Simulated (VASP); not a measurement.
# W in VASP: single point with PBE

Aim: the single point of W with PBE.

Everything below comes from runs of VASP 6.6.1. Logs are shortened: lines on timing, memory, paths and dates and some standing lists are left out, and cuts for length are marked.

## (1) The cell of the first run

The cell holds a slab with vacuum, 7 atoms: a = 3.183 Å, b = 3.183 Å, c = 25.550 Å, α = 90.00°, β = 90.00°, γ = 90.00°.

## (2) Single point, PBE

File INCAR:

```
SYSTEM = W
  PREC = Accurate
  ENCUT = 520
  EDIFF = 1E-6
  ISMEAR = -1
  SIGMA = 0.08
  LREAL = .False.
  LASPH = .True.
  NELM = 100
  ALGO = Normal
  ISIF = 2
  LWAVE = .False.
  LCHARG = .True.
  GGA = PE
  LELF = .True.
  LVHAR = .True.
  NBANDS = 58
```

File KPOINTS:

```
regular mesh
0
Gamma
  11 11 1
  0 0 0
```

File POSCAR:

```
W
1.0
    3.1834185694      0.0000000000      0.0000000000
    0.0000000000      3.1834185694      0.0000000000
    0.0000000000      0.0000000000     25.5503000000
W
7
Direct
    0.0000000000      0.0000000000      0.3192541729
    0.5000000000      0.5000000000      0.3745819726
    0.0000000000      0.0000000000      0.4382591146
    0.5000000000      0.5000000000      0.4999999999
    0.0000000000      0.0000000000      0.5617408847
    0.5000000000      0.5000000000      0.6254180276
    0.0000000000      0.0000000000      0.6807458277
```

Potentials or basis: VASP PAW PBE potentials, release 64 (W_sv).

Run with:

```console
$ cat potpaw_PBE.64/W_sv/POTCAR > POTCAR
$ mpirun -np 1 vasp_std > vasp.out
```

OUTCAR:

```text
SYSTEM = W
   PREC = Accurate
   ENCUT = 520
   EDIFF = 1E-6
   ISMEAR = -1
   LREAL = .False.
   LASPH = .True.
   NELM = 100
   ISIF = 2
   GGA = PE

 ion  position               nearest neighbor table
   1  0.000  0.000  0.319-   2 2.66   2 2.66   2 2.66   2 2.66   3 3.04
   2  0.500  0.500  0.375-   1 2.66   1 2.66   1 2.66   1 2.66   3 2.78   3 2.78   3 2.78   3 2.78
                             4 3.20
   3  0.000  0.000  0.438-   4 2.75   4 2.75   4 2.75   4 2.75   2 2.78   2 2.78   2 2.78   2 2.78
                             1 3.04   5 3.15
   4  0.500  0.500  0.500-   5 2.75   5 2.75   5 2.75   5 2.75   3 2.75   3 2.75   3 2.75   3 2.75
                             2 3.20   6 3.20
   5  0.000  0.000  0.562-   4 2.75   4 2.75   4 2.75   4 2.75   6 2.78   6 2.78   6 2.78   6 2.78
                             7 3.04   3 3.15
   6  0.500  0.500  0.625-   7 2.66   7 2.66   7 2.66   7 2.66   5 2.78   5 2.78   5 2.78   5 2.78
                             4 3.20
   7  0.000  0.000  0.681-   6 2.66   6 2.66   6 2.66   6 2.66   5 3.04

  LATTYP: Found a simple tetragonal cell.
 ALAT       =     3.1834185694
 C/A-ratio  =     8.0260573478

  Lattice vectors:

 A1 = (   3.1834185694,   0.0000000000,   0.0000000000)
 A2 = (   0.0000000000,   3.1834185694,   0.0000000000)
 A3 = (   0.0000000000,   0.0000000000,  25.5503000000)

Analysis of symmetry for initial positions (statically):
=====================================================================
 Subroutine PRICEL returns:
 Original cell was already a primitive cell.

 Routine SETGRP: Setting up the symmetry group for a
 simple tetragonal supercell.

 Subroutine GETGRP returns: Found 16 space group operations
 (whereof 16 operations were pure point group operations)
 out of a pool of 16 trial point group operations.

The static configuration has the point symmetry D_4h.

Analysis of symmetry for dynamics (positions and initial velocities):
=====================================================================
 Subroutine PRICEL returns:
 Original cell was already a primitive cell.

 Routine SETGRP: Setting up the symmetry group for a
 simple tetragonal supercell.

 Subroutine GETGRP returns: Found 16 space group operations
 (whereof 16 operations were pure point group operations)
 out of a pool of 16 trial point group operations.

The dynamic configuration has the point symmetry D_4h.

 Subroutine INISYM returns: Found 16 space group operations
 (whereof 16 operations are pure point group operations),
 and found     1 'primitive' translations

----------------------------------------------------------------------------------------

                                     Primitive cell

  volume of cell :     258.9307

  direct lattice vectors                    reciprocal lattice vectors
     3.183418569  0.000000000  0.000000000     0.314127715  0.000000000  0.000000000
     0.000000000  3.183418569  0.000000000     0.000000000  0.314127715  0.000000000
     0.000000000  0.000000000 25.550300000     0.000000000  0.000000000  0.039138484

  length of vectors
     3.183418569  3.183418569 25.550300000     0.314127715  0.314127715  0.039138484

  position of ions in fractional coordinates (direct lattice)
     0.000000000  0.000000000  0.319254173
     0.500000000  0.500000000  0.374581973
     0.000000000  0.000000000  0.438259115
     0.500000000  0.500000000  0.500000000
     0.000000000  0.000000000  0.561740885
     0.500000000  0.500000000  0.625418028
     0.000000000  0.000000000  0.680745828

  ion indices of the primitive-cell ions
   primitive index   ion index
                 1           1
                 2           2
                 3           3
                 4           4
                 5           5
                 6           6
                 7           7

----------------------------------------------------------------------------------------

 KPOINTS: regular mesh

Automatic generation of k-mesh.
 Grid dimensions read from file:
 generate k-points for:   11   11    1

 Generating k-lattice:

  Cartesian coordinates                     Fractional coordinates (reciprocal lattice)
     0.028557065  0.000000000  0.000000000     0.090909091  0.000000000  0.000000000
     0.000000000  0.028557065  0.000000000     0.000000000  0.090909091  0.000000000
     0.000000000  0.000000000  0.039138484     0.000000000  0.000000000  1.000000000

  Length of vectors
     0.028557065  0.028557065  0.039138484

  Shift w.r.t. Gamma in fractional coordinates (k-lattice)
     0.000000000  0.000000000  0.000000000

 Subroutine IBZKPT returns following result:
 ===========================================

 Found     21 irreducible k-points:

 Following reciprocal coordinates:
            Coordinates               Weight
  0.000000  0.000000  0.000000      1.000000
  0.090909  0.000000  0.000000      4.000000
  0.181818  0.000000  0.000000      4.000000
  0.272727  0.000000  0.000000      4.000000
  0.363636  0.000000  0.000000      4.000000
  0.454545  0.000000  0.000000      4.000000
[... 13 lines left out ...]
  0.454545  0.363636  0.000000      8.000000
  0.454545  0.454545  0.000000      4.000000
   k-points           NKPTS =     21   k-points in BZ     NKDIM =     21   number of bands    NBANDS=     58
   number of dos      NEDOS =    301   number of ions     NIONS =      7
   total plane-waves  NPLWV = 110592
   dimension x,y,z NGX =    24 NGY =   24 NGZ =  192
   dimension x,y,z NGXF=    48 NGYF=   48 NGZF=  384
   ions per type =               7
   NGX,Y,Z   is equivalent  to a cutoff of  12.53, 12.53, 12.49 a.u.
   NGXF,Y,Z  is equivalent  to a cutoff of  25.07, 25.07, 24.99 a.u.
 SYSTEM =  W
   PREC   = accura    normal or accurate (medium, high low for compatibility)
   ISTART =      0    job   : 0-new  1-cont  2-samecut
   ICHARG =      2    charge: 1-file 2-atom 10-const
   ISPIN  =      1    spin polarized calculation?
   LNONCOLLINEAR =      F non collinear calculations
   LSORBIT =      F    spin-orbit coupling
   LASPH  =      T    aspherical Exc in radial PAW
   ENCUT  =  520.0 eV  38.22 Ry    6.18 a.u.   5.92  5.92 47.51*2*pi/ulx,y,z
   NELM   =    100;   NELMIN=  2; NELMDL= -5     # of ELM steps
   EDIFF  = 0.1E-05   stopping-criterion for ELM
   LREAL  =      F    real-space projection
   EDIFFG = 0.1E-04   stopping-criterion for IOM
   NSW    =      0    number of steps for IOM
   IBRION =     -1    ionic relax: 0-MD 1-quasi-New 2-CG
   NFREE  =      0    steps in history (QN), initial steepest desc. (CG)
   ISIF   =      2    stress and relaxation
   ISYM   =      2    0-nonsym 1-usesym 2-fastsym
   POTIM  = 0.5000    time-step for ionic-motion
   TEBEG  =    0.0;   TEEND  =   0.0 temperature during run
   PSTRESS=    0.0 pullay stress
   NELECT =      98.0000    total number of electrons
   NUPDOWN=      -1.0000    fix difference up-down
   EMIN   =  10.00;   EMAX   =-10.00  energy-range for DOS
   EFERMI =   0.00;   METHOD = LEGACY
   ISMEAR =    -1;   SIGMA  =   0.08  broadening in eV -4-tet -1-fermi 0-gaus
   EFERMI_NEDOS =   21; number of points for ismear=-14 and -15
   IALGO  =     38    algorithm
   IMIX   =      4    mixing-type and parameters
     AMIX     =   0.40;   BMIX     =  1.00
     AMIX_MAG =   1.60;   BMIX_MAG =  1.00
  volume/ion in A,a.u.               =      36.99       249.62
  Fermi-wavevector in a.u.,A,eV,Ry     =   1.184193  2.237800 19.079616  1.402312
  Thomas-Fermi vector in A             =   2.320412
   LORBIT       =      0    0 simple, 1 ext, 2 COOP (PROOUT), +10 PAW based schemes
   GGA     = PE    functional components
   LHFCALC =     F    Hartree Fock is set to
   AEXX    =    0.0000 exact exchange contribution
   IVDW    =     0    specifies the selected vdW correction
   LEPSILON=     F    determine dielectric tensor
   LRPA    =     F    only Hartree local field effects (RPA)
 non-spin polarized calculation
  energy-cutoff  :      520.00
  volume of cell :      258.93
 maximum number of plane-waves:      7048
 NGX is ok and might be reduce to    24
   NGX = 11   NGY = 11   NGZ = 95

 number of electron      97.9999985 magnetization

 Free energy of the ion-electron system (eV)
  ---------------------------------------------------
  ext. energy  EPLUGINS =         0.00000000
  ---------------------------------------------------
  free energy    TOTEN  =       -85.68715068 eV

  energy without entropy =      -85.57030483  energy(sigma->0) =      -85.62872776

 E-fermi :   2.5862     XC(G=0):  -6.7860

 val. band max:        2.5843796904   @ k =   0.3636   0.0909   0.0000
 cond. band min:       2.6378746031   @ k =   0.0909   0.0909   0.0000
 fundamental gap:      0.0534949127
 Fermi energy:         2.5861762440

 k-point     1 :       0.0000    0.0000    0.0000
  band No.  band energies     occupation
      1     -71.5268      2.00000
      2     -71.4973      2.00000
      3     -71.3166      2.00000
      4     -71.3123      2.00000
      5     -71.2589      2.00000
      6     -71.1459      2.00000
[... 50 lines left out ...]
     57       4.1565      0.00000
     58       4.6617      0.00000

 k-point     2 :       0.0909    0.0000    0.0000
  band No.  band energies     occupation
      1     -71.5236      2.00000
      2     -71.4956      2.00000
      3     -71.3130      2.00000
      4     -71.3091      2.00000
      5     -71.2602      2.00000
      6     -71.1488      2.00000
[... 50 lines left out ...]
     57       4.3836      0.00000
     58       4.6445      0.00000

 k-point     3 :       0.1818    0.0000    0.0000
  band No.  band energies     occupation
      1     -71.5147      2.00000
      2     -71.4913      2.00000
      3     -71.3027      2.00000
      4     -71.2998      2.00000
      5     -71.2642      2.00000
      6     -71.1574      2.00000
[... 1033 lines left out ...]
      3     -71.2738      2.00000
      4     -71.2409      2.00000
      5     -71.2407      2.00000
      6     -71.2003      2.00000
[... 50 lines left out ...]
     57       5.5141      0.00000
     58       5.6697      0.00000

 k-point    21 :       0.4545    0.4545    0.0000
  band No.  band energies     occupation
      1     -71.4741      2.00000
      2     -71.4694      2.00000
      3     -71.2726      2.00000
      4     -71.2391      2.00000
      5     -71.2389      2.00000
      6     -71.1996      2.00000
[... 50 lines left out ...]
     57       5.6189      0.00000
     58       5.7245      0.00000

------------------------ aborting loop because EDIFF is reached ----------------------------------------

  FORCE on cell =-STRESS in cart. coord.  units (eV):
  Direction    XX          YY          ZZ          XY          YZ          ZX
  --------------------------------------------------------------------------------------
  -------------------------------------------------------------------------------------
  Total       -3.1411292     -3.1411292      0.3220419      0.0000000      0.0000000      0.0000000
  in kB      -19.4362686    -19.4362686      1.9926888      0.0000000      0.0000000      0.0000000
  external PRESSURE =     -12.2932828 kB  Pullay stress =       0.0000000 kB

 VOLUME and BASIS-vectors are now :
 -----------------------------------------------------------------------------
  energy-cutoff  :      520.00
  volume of cell :      258.93
      direct lattice vectors                 reciprocal lattice vectors
     3.183418569  0.000000000  0.000000000     0.314127715  0.000000000  0.000000000
     0.000000000  3.183418569  0.000000000     0.000000000  0.314127715  0.000000000
     0.000000000  0.000000000 25.550300000     0.000000000  0.000000000  0.039138484

 POSITION                                       TOTAL-FORCE (eV/Angst)
 -----------------------------------------------------------------------------------
      0.00000      0.00000      8.15704         0.000000      0.000000     -0.045039
      1.59171      1.59171      9.57068        -0.000000     -0.000000      0.000527
      0.00000      0.00000     11.19765         0.000000      0.000000      0.002334
      1.59171      1.59171     12.77515         0.000000      0.000000      0.000000
      0.00000      0.00000     14.35265         0.000000      0.000000     -0.002334
      1.59171      1.59171     15.97962         0.000000     -0.000000     -0.000527
      0.00000      0.00000     17.39326         0.000000      0.000000      0.045039
 -----------------------------------------------------------------------------------
    total drift:                                0.000000      0.000000      0.000001

  FREE ENERGIE OF THE ION-ELECTRON SYSTEM (eV)
  ---------------------------------------------------
  free  energy   TOTEN  =       -85.6871506835 eV

  energy  without entropy=      -85.5703048269  energy(sigma->0) =      -85.62872776
```

Wall time 19 min (1 thread of Intel Xeon 8259CL, shared host); peak memory 0.45 GiB.

What came out:

```yaml
Free_energy: -85.6872 eV
Largest_force: 0.045 eV/Å
Band_gap_on_the_k_mesh: zero (bands 49 and 50 overlap by 1.80 eV)
```

Forces in eV/Å, atoms in the order of the input:
```
W    0.000  0.000 -0.045
W    0.000  0.000  0.001
W    0.000  0.000  0.002
W    0.000  0.000  0.000
W    0.000  0.000 -0.002
W    0.000  0.000 -0.001
W    0.000  0.000  0.045
```

Caveat: there is no dipole correction, which matters where the two faces differ; spin-orbit coupling is left out, which moves the levels of the heavy elements.

The gap in the log of VASP goes by the Fermi energy; the results here count the filled bands.